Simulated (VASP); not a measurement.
Write the native input for VASP 6.6.1 that does the following.

```yaml
Task: single point
Functional: r2SCAN
Potentials_or_basis: VASP PAW PBE potentials, release 64 (Hf_pv)
Cutoff: 520 eV
k_mesh: 18 × 18 × 18
Occupations: gaussian, width 0.15 eV
Spin: no spin polarisation
Dipole_correction: no
Further_INCAR_settings: ALGO = Normal; EDIFF = 1e-06; NBANDS = 11
```

Hf:

```
Hf
1.0
    -1.80500    1.83884    1.83884
     1.80500   -1.77116    1.77116
     1.80500    1.77116   -1.77116
Hf
1
Direct
  0.00000 0.00000 0.00000
```

This cell differs from its parent crystal: strain +0.0375 x Voigt [0, 0, 0, 1, 0, 0].

The input as run:

POSCAR

```
Hf
1.0
   -1.8050000000      1.8388437500      1.8388437500
    1.8050000000     -1.7711562500      1.7711562500
    1.8050000000      1.7711562500     -1.7711562500
Hf
1
Direct
    0.0000000000      0.0000000000      0.0000000000
```

INCAR.step1

```
PREC = Accurate
ENCUT = 520
ISMEAR = 0
SIGMA = 0.15
LREAL = False
LASPH = True
NELM = 100
NBANDS = 11
GGA = PE
ALGO = Normal
EDIFF = 1E-4
LWAVE = True
LCHARG = False
```

INCAR.step2

```
PREC = Accurate
ENCUT = 520
EDIFF = 1E-6
ISMEAR = 0
SIGMA = 0.15
LREAL = False
LASPH = True
NELM = 100
ALGO = Normal
ISIF = 2
LWAVE = False
LCHARG = False
METAGGA = R2SCAN
LMIXTAU = True
NBANDS = 11
ISTART = 1
```

KPOINTS

```
Automatic mesh
0
Gamma
  18 18 18
```

Potentials or basis: VASP PAW PBE potentials, release 64 (Hf_pv).

The run is started by

```sh
$ cat potpaw_PBE.64/Hf_pv/POTCAR > POTCAR
$ cp INCAR.step1 INCAR
$ mpirun -np 1 vasp_std > vasp.out
$ cp INCAR.step2 INCAR
$ mpirun -np 1 vasp_std > vasp.out
```

It gave:

| Item | Value |
| --- | --- |
| Pressure | -5.8 GPa |
| Band gap on the k mesh | zero (bands 5 and 6 overlap by 2.31 eV) |

Caveat: the cell differs from its parent crystal (strain +0.0375 x Voigt [0, 0, 0, 1, 0, 0]); the cell stands under tension; the PAW data sets were made with another functional, which shifts forces and pressure a little; spin-orbit coupling is left out, which moves the levels of the heavy elements.

It took 8.1 min on 1 thread of Intel(R) Xeon(R) Platinum 8375C CPU @ 2.90GHz (Ice Lake) (shared host), peak memory 0.33 GiB.
